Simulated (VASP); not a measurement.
# SnO2 (I4/mmm) in VASP: single point with r2SCAN

Aim: the single point of SnO2 with r2SCAN.

Everything below comes from runs of VASP 6.6.1. Logs are shortened: lines on timing, memory, paths and dates and some standing lists are left out, and cuts for length are marked.

**1. The cell of the first run**

It takes space group I4/mmm (No. 139, tetragonal). Conventional cell: a = 3.714 Å, b = 3.714 Å, c = 5.034 Å, α = 90.00°, β = 90.00°, γ = 90.00°. Within 3.0 Å of Sn (site symmetry 4/mmm) lie 8 O at 2.24 Å. Within 3.0 Å of O (site symmetry -4m2) lie 4 Sn at 2.24 Å and 6 O at 2.52 to 2.63 Å.

**2. Single point, r2SCAN (epitaxial xy strain +3.7%)**

File POSCAR:

```
SnO2
1.0
    0.0000000000      2.6261918627      2.5171288781
    2.6261918627      0.0000000000      2.5171288781
    2.6261918627      2.6261918627      0.0000000000
Sn O
1 2
Direct
    0.0000000000      0.0000000000      0.0000000000
    0.2500000000      0.2500000000      0.2500000000
    0.7500000000      0.7500000000      0.7500000000
```

File INCAR.step1:

```
ALGO = Normal
EDIFF = 1E-5
ENCUT = 910
GGA = PE
GGA_COMPAT = False
ISMEAR = -1
LASPH = True
LCHARG = False
LREAL = False
LWAVE = True
NBANDS = 20
NELM = 120
PREC = Accurate
SIGMA = 0.02
```

File INCAR.step2:

```
ALGO = Normal
EDIFF = 1E-6
ENCUT = 910
GGA_COMPAT = False
ISIF = 2
ISMEAR = -1
ISTART = 1
LASPH = True
LCHARG = False
LMIXTAU = True
LREAL = False
LWAVE = False
METAGGA = R2SCAN
NBANDS = 20
NELM = 120
PREC = Accurate
SIGMA = 0.02
```

File KPOINTS:

```
k-points
0
Gamma
  8 8 8
```

Potentials or basis: VASP PAW PBE potentials, release 64 (Sn_d, O_h).

On the command line:

```console
$ cat potpaw_PBE.64/Sn_d/POTCAR potpaw_PBE.64/O_h/POTCAR > POTCAR
$ cp INCAR.step1 INCAR
$ mpirun -np 1 vasp_std > vasp.out
$ cp INCAR.step2 INCAR
$ mpirun -np 1 vasp_std > vasp.out
```

OUTCAR:

```text
EDIFF = 1E-6
   ENCUT = 910
   ISIF = 2
   ISMEAR = -1
   ISTART = 1
   LASPH = True
   LREAL = False
   METAGGA = R2SCAN
   NELM = 120
   PREC = Accurate

 ion  position               nearest neighbor table
   1  0.000  0.000  0.000-   3 2.24   2 2.24   3 2.24   2 2.24   3 2.24   3 2.24   2 2.24   2 2.24

   2  0.250  0.250  0.250-   1 2.24   1 2.24   1 2.24   1 2.24
   3  0.750  0.750  0.750-   1 2.24   1 2.24   1 2.24   1 2.24

  LATTYP: Found a body centered tetragonal cell.
 ALAT       =     3.7139961496
 C/A-ratio  =     1.3554827613

  Lattice vectors:

 A1 = (   0.0000000000,  -2.6261918627,  -2.5171288781)
 A2 = (   0.0000000000,   2.6261918627,  -2.5171288781)
 A3 = (   2.6261918627,   0.0000000000,   2.5171288781)

Analysis of symmetry for initial positions (statically):
=====================================================================
 Subroutine PRICEL returns:
 Original cell was already a primitive cell.

 Routine SETGRP: Setting up the symmetry group for a
 body centered tetragonal supercell.

 Subroutine GETGRP returns: Found 16 space group operations
 (whereof 16 operations were pure point group operations)
 out of a pool of 16 trial point group operations.

The static configuration has the point symmetry D_4h.

Analysis of symmetry for dynamics (positions and initial velocities):
=====================================================================
 Subroutine PRICEL returns:
 Original cell was already a primitive cell.

 Routine SETGRP: Setting up the symmetry group for a
 body centered tetragonal supercell.

 Subroutine GETGRP returns: Found 16 space group operations
 (whereof 16 operations were pure point group operations)
 out of a pool of 16 trial point group operations.

The dynamic configuration has the point symmetry D_4h.

 Subroutine INISYM returns: Found 16 space group operations
 (whereof 16 operations are pure point group operations),
 and found     1 'primitive' translations

----------------------------------------------------------------------------------------

                                     Primitive cell

  volume of cell :      34.7207

  direct lattice vectors                    reciprocal lattice vectors
     0.000000000  2.626191863  2.517128878    -0.190389745  0.190389745  0.198639015
     2.626191863  0.000000000  2.517128878     0.190389745 -0.190389745  0.198639015
     2.626191863  2.626191863  0.000000000     0.190389745  0.190389745 -0.198639015

  length of vectors
     3.637694529  3.637694529  3.713996150     0.334595231  0.334595231  0.334595231

  position of ions in fractional coordinates (direct lattice)
     0.000000000  0.000000000  0.000000000
     0.250000000  0.250000000  0.250000000
     0.750000000  0.750000000  0.750000000

  ion indices of the primitive-cell ions
   primitive index   ion index
                 1           1
                 2           2
                 3           3

----------------------------------------------------------------------------------------

 KPOINTS: k-points

Automatic generation of k-mesh.
 Grid dimensions read from file:
 generate k-points for:    8    8    8

 Generating k-lattice:

  Cartesian coordinates                     Fractional coordinates (reciprocal lattice)
    -0.023798718  0.023798718  0.024829877     0.125000000  0.000000000  0.000000000
     0.023798718 -0.023798718  0.024829877     0.000000000  0.125000000  0.000000000
     0.023798718  0.023798718 -0.024829877     0.000000000  0.000000000  0.125000000

  Length of vectors
     0.041824404  0.041824404  0.041824404

  Shift w.r.t. Gamma in fractional coordinates (k-lattice)
     0.000000000  0.000000000  0.000000000

 Subroutine IBZKPT returns following result:
 ===========================================

 Found     59 irreducible k-points:

 Following reciprocal coordinates:
            Coordinates               Weight
  0.000000  0.000000  0.000000      1.000000
  0.125000  0.000000  0.000000      8.000000
  0.250000  0.000000  0.000000      8.000000
  0.375000  0.000000  0.000000      8.000000
  0.500000  0.000000  0.000000      4.000000
  0.125000  0.125000  0.000000      2.000000
[... 16 lines left out ...]
  0.250000  0.000000  0.125000     16.000000
  0.375000  0.000000  0.125000     16.000000
 [... further k-points ...]
   k-points           NKPTS =     59   k-points in BZ     NKDIM =     59   number of bands    NBANDS=     20
   number of dos      NEDOS =    301   number of ions     NIONS =      3
   total plane-waves  NPLWV =  51840
   dimension x,y,z NGX =    36 NGY =   36 NGZ =   40
   dimension x,y,z NGXF=    72 NGYF=   72 NGZF=   80
   ions per type =               1   2
   NGX,Y,Z   is equivalent  to a cutoff of  16.45, 16.45, 17.90 a.u.
   NGXF,Y,Z  is equivalent  to a cutoff of  32.90, 32.90, 35.81 a.u.
 SYSTEM =  unknown system
   PREC   = accura    normal or accurate (medium, high low for compatibility)
   ISTART =      1    job   : 0-new  1-cont  2-samecut
   ICHARG =      0    charge: 1-file 2-atom 10-const
   ISPIN  =      1    spin polarized calculation?
   LNONCOLLINEAR =      F non collinear calculations
   LSORBIT =      F    spin-orbit coupling
   LASPH  =      T    aspherical Exc in radial PAW
   ENCUT  =  910.0 eV  66.88 Ry    8.18 a.u.   8.95  8.95  9.14*2*pi/ulx,y,z
   NELM   =    120;   NELMIN=  2; NELMDL=  0     # of ELM steps
   EDIFF  = 0.1E-05   stopping-criterion for ELM
   LREAL  =      F    real-space projection
   EDIFFG = 0.1E-04   stopping-criterion for IOM
   NSW    =      0    number of steps for IOM
   IBRION =     -1    ionic relax: 0-MD 1-quasi-New 2-CG
   NFREE  =      0    steps in history (QN), initial steepest desc. (CG)
   ISIF   =      2    stress and relaxation
   ISYM   =      2    0-nonsym 1-usesym 2-fastsym
   POTIM  = 0.5000    time-step for ionic-motion
   TEBEG  =    0.0;   TEEND  =   0.0 temperature during run
   PSTRESS=    0.0 pullay stress
   NELECT =      26.0000    total number of electrons
   NUPDOWN=      -1.0000    fix difference up-down
   EMIN   =  10.00;   EMAX   =-10.00  energy-range for DOS
   EFERMI =   0.00;   METHOD = LEGACY
   ISMEAR =    -1;   SIGMA  =   0.02  broadening in eV -4-tet -1-fermi 0-gaus
   EFERMI_NEDOS =   21; number of points for ismear=-14 and -15
   IALGO  =     38    algorithm
   IMIX   =      4    mixing-type and parameters
     AMIX     =   0.40;   BMIX     =  1.00
     AMIX_MAG =   1.60;   BMIX_MAG =  1.00
  volume/ion in A,a.u.               =      11.57        78.10
  Fermi-wavevector in a.u.,A,eV,Ry     =   1.486631  2.809325 30.069848  2.210072
  Thomas-Fermi vector in A             =   2.599893
   LORBIT       =      0    0 simple, 1 ext, 2 COOP (PROOUT), +10 PAW based schemes
   METAGGA = R2SCAN    functional components
   LHFCALC =     F    Hartree Fock is set to
   AEXX    =    0.0000 exact exchange contribution
   IVDW    =     0    specifies the selected vdW correction
   LEPSILON=     F    determine dielectric tensor
   LRPA    =     F    only Hartree local field effects (RPA)
 non-spin polarized calculation
  energy-cutoff  :      910.00
  volume of cell :       34.72
 maximum number of plane-waves:      2192
   NGX = 17   NGY = 17   NGZ = 19

 number of electron      26.0000004 magnetization

 Free energy of the ion-electron system (eV)
  ---------------------------------------------------
  ext. energy  EPLUGINS =         0.00000000
  ---------------------------------------------------
  free energy    TOTEN  =       -41.37186317 eV

  energy without entropy =      -41.37159379  energy(sigma->0) =      -41.37172848

 E-fermi :   7.4888     XC(G=0): -12.3866

 val. band max:        7.4499569590   @ k =  -0.3750   0.5000   0.1250
 cond. band min:       8.7447250820   @ k =   0.1250   0.0000   0.0000
 fundamental gap:      1.2947681231
 Fermi energy:         7.4887856887

 k-point     1 :       0.0000    0.0000    0.0000
  band No.  band energies     occupation
      1     -13.9778      2.00000
      2     -13.9777      2.00000
      3     -13.9375      2.00000
      4     -13.8433      2.00000
      5     -13.8173      2.00000
      6     -12.8768      2.00000
[... 12 lines left out ...]
     19      22.5728      0.00000
     20      23.7813      0.00000

 k-point     2 :       0.1250    0.0000    0.0000
  band No.  band energies     occupation
      1     -14.0272      2.00000
      2     -13.9678      2.00000
      3     -13.9388      2.00000
      4     -13.8434      2.00000
      5     -13.8167      2.00000
      6     -12.7300      2.00000
[... 12 lines left out ...]
     19      22.6282      0.00000
     20      23.7654      0.00000

 k-point     3 :       0.2500    0.0000    0.0000
  band No.  band energies     occupation
      1     -14.1840      2.00000
      2     -13.9479      2.00000
      3     -13.9241      2.00000
      4     -13.8391      2.00000
      5     -13.8111      2.00000
      6     -12.2713      2.00000
[... 12 lines left out ...]
     19      23.3813      0.00000
     20      23.7247      0.00000

 k-point     4 :       0.3750    0.0000    0.0000
  band No.  band energies     occupation
      1     -14.3447      2.00000
      2     -13.9354      2.00000
      3     -13.9162      2.00000
      4     -13.8258      2.00000
      5     -13.7977      2.00000
      6     -11.5707      2.00000
[... 12 lines left out ...]
     19      23.2811      0.00000
     20      23.4746      0.00000

 k-point     5 :       0.5000    0.0000    0.0000
  band No.  band energies     occupation
      1     -14.4098      2.00000
      2     -13.9325      2.00000
      3     -13.9155      2.00000
      4     -13.8177      2.00000
      5     -13.7898      2.00000
      6     -11.0074      2.00000
[... 12 lines left out ...]
     19      22.9616      0.00000
     20      23.1629      0.00000
[... 353 lines left out ...]
      6     -11.1953      2.00000
[... 12 lines left out ...]
     19      25.1111      0.00000
     20      26.1092      0.00000

 k-point    22 :       0.1250    0.0000    0.1250
  band No.  band energies     occupation
      1     -14.0581      2.00000
      2     -13.9571      2.00000
      3     -13.9217      2.00000
      4     -13.8421      2.00000
      5     -13.8192      2.00000
      6     -12.7022      2.00000
[... 12 lines left out ...]
     19      22.8206      0.00000
     20      23.9232      0.00000

 k-point    23 :       0.2500    0.0000    0.1250
  band No.  band energies     occupation
      1     -14.1569      2.00000
      2     -13.9523      2.00000
      3     -13.9149      2.00000
      4     -13.8411      2.00000
      5     -13.8168      2.00000
      6     -12.3710      2.00000
[... 12 lines left out ...]
     19      23.7232      0.00000
     20      24.5466      0.00000

 k-point    24 :       0.3750    0.0000    0.1250
  band No.  band energies     occupation
      1     -14.2859      2.00000
      2     -13.9716      2.00000
      3     -13.9066      2.00000
      4     -13.8355      2.00000
      5     -13.8076      2.00000
      6     -11.7485      2.00000
[... 12 lines left out ...]
     19      23.7644      0.00000
     20      25.2818      0.00000

 [... further k-points ...]

------------------------ aborting loop because EDIFF is reached ----------------------------------------

  FORCE on cell =-STRESS in cart. coord.  units (eV):
  Direction    XX          YY          ZZ          XY          YZ          ZX
  --------------------------------------------------------------------------------------
  -------------------------------------------------------------------------------------
  Total       -3.8440572     -3.8440572      0.1600865      0.0000000      0.0000000      0.0000000
  in kB     -177.3830322   -177.3830322      7.3871487      0.0000000      0.0000000      0.0000000
  external PRESSURE =    -115.7929719 kB  Pullay stress =       0.0000000 kB

 VOLUME and BASIS-vectors are now :
 -----------------------------------------------------------------------------
  energy-cutoff  :      910.00
  volume of cell :       34.72
      direct lattice vectors                 reciprocal lattice vectors
     0.000000000  2.626191863  2.517128878    -0.190389745  0.190389745  0.198639015
     2.626191863  0.000000000  2.517128878     0.190389745 -0.190389745  0.198639015
     2.626191863  2.626191863  0.000000000     0.190389745  0.190389745 -0.198639015

 POSITION                                       TOTAL-FORCE (eV/Angst)
 -----------------------------------------------------------------------------------
      0.00000      0.00000      0.00000        -0.000000     -0.000000      0.000000
      1.31310      1.31310      1.25856         0.000000     -0.000000     -0.000000
      3.93929      3.93929      3.77569        -0.000000      0.000000      0.000000
 -----------------------------------------------------------------------------------
    total drift:                                0.000000      0.000000      0.000000

  FREE ENERGIE OF THE ION-ELECTRON SYSTEM (eV)
  ---------------------------------------------------
  free  energy   TOTEN  =       -41.3718631748 eV

  energy  without entropy=      -41.3715937860  energy(sigma->0) =      -41.37172848
```

Run time: 4.1 min. Hardware: 1 thread of Intel Xeon Platinum 8259CL at 2.50GHz (Skylake/Cascade Lake), shared host; peak memory 0.28 GiB.

What came out:

```
Free energy            : -41.3719 eV
Pressure               : -11.6 GPa
Band gap on the k mesh : zero (bands 13 and 14 overlap by 0.08 eV)
```

Levels at points of the mesh, in eV from the Fermi level:
```csv
k point,band 9,band 10,band 11,band 12,band 13,band 14,band 15,band 16,band 17,band 18
"(0.00, 0.00, 0.00)",-3.02,-3.02,-1.80,-1.80,-1.10,-0.12,7.21,7.49,7.49,13.16
"(0.50, 0.00, 0.00)",-3.98,-3.58,-3.30,-2.36,-2.22,4.61,7.96,10.51,10.55,15.43
"(0.50, 0.50, 0.00)",-5.60,-5.60,-0.55,-0.55,-0.04,2.80,6.95,10.03,12.38,12.38
"(0.50, 0.00, 0.50)",-5.46,-5.35,-0.66,-0.48,-0.13,3.44,7.32,9.81,12.03,12.35
```

Caveat: the cell differs from its parent crystal (epitaxial xy strain +3.7%); the stress differs along the axes, from -18 to 1 GPa; the structure was generated, so it needn't be the stable form of SnO2; semilocal functionals underestimate gaps, and a narrow one can read as zero; the PAW data sets were made with another functional, which shifts forces and pressure a little; spin-orbit coupling is left out, which moves the levels of the heavy elements.

The gap in the log of VASP goes by the Fermi energy; the results here count the filled bands.